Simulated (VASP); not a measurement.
A run of VASP 6.6.1 is set up as follows.

Contents of INCAR:

```
ALGO     = Normal         # electronic algorithm
DIPOL    = 0.5 0.5 0.502
EDIFF    = 1E-6           # SCF threshold, eV
ENCUT    = 520            # plane-wave cutoff, eV
GGA      = PE             # functional
IDIPOL   = 3            
ISIF     = 2              # what is computed and relaxed
ISMEAR   = 0              # smearing method
IVDW     = 12             # dispersion correction
LASPH    = True           # aspherical terms in the spheres
LCHARG   = False          # write CHGCAR
LDIPOL   = True         
LREAL    = Auto         
LWAVE    = False          # write WAVECAR
NBANDS   = 126            # bands
NELM     = 80             # most SCF steps
PREC     = Accurate       # precision mode
SIGMA    = 0.1            # smearing width, eV
```

The input KPOINTS:

```
k-points
0
Gamma
  3 3 1
```

POSCAR

```
Sn
1.0
    9.2964173513      0.0000000000      0.0000000000
   -4.6482086756      8.0509335904      0.0000000000
    0.0000000000      0.0000000000     20.7440581139
Sn
16
Direct
    0.6666666667      0.3333333333      0.3856526026
    0.6666666667      0.8333333333      0.3856526026
    0.1666666667      0.3333333333      0.3856526026
    0.1666666667      0.8333333333      0.3856526026
    0.5000000000      0.5000000000      0.4313915616
    0.5000000000      0.0000000000      0.4313915616
    0.0000000000      0.5000000000      0.4313915616
    0.0000000000      0.0000000000      0.4313915616
    0.0000000000      0.5000000000      0.5735933721
    0.0000000000      0.0000000000      0.5735933721
    0.5000000000      0.5000000000      0.5735933721
    0.5000000000      0.0000000000      0.5735933721
    0.8333333333      0.6666666667      0.6188308742
    0.8333333333      0.1666666667      0.6188308742
    0.3333333333      0.6666666667      0.6188308742
    0.3333333333      0.1666666667      0.6188308742
```

Potentials or basis: VASP PAW PBE potentials, release 64 (Sn_d).

Launch:

```bash
$ cat potpaw_PBE.64/Sn_d/POTCAR > POTCAR
$ mpirun -np 1 vasp_std > vasp.out
```

(1) Estimate the band gap on the k mesh.

(2) Estimate the dispersion energy per atom.

(3) What does it give for the largest force?

Results:

(1) zero (bands 112 and 113 overlap by 0.18 eV).

(2) -0.220 eV.

(3) 0.029 eV/Å.

Caveat: spin-orbit coupling is left out, which moves the levels of the heavy elements.
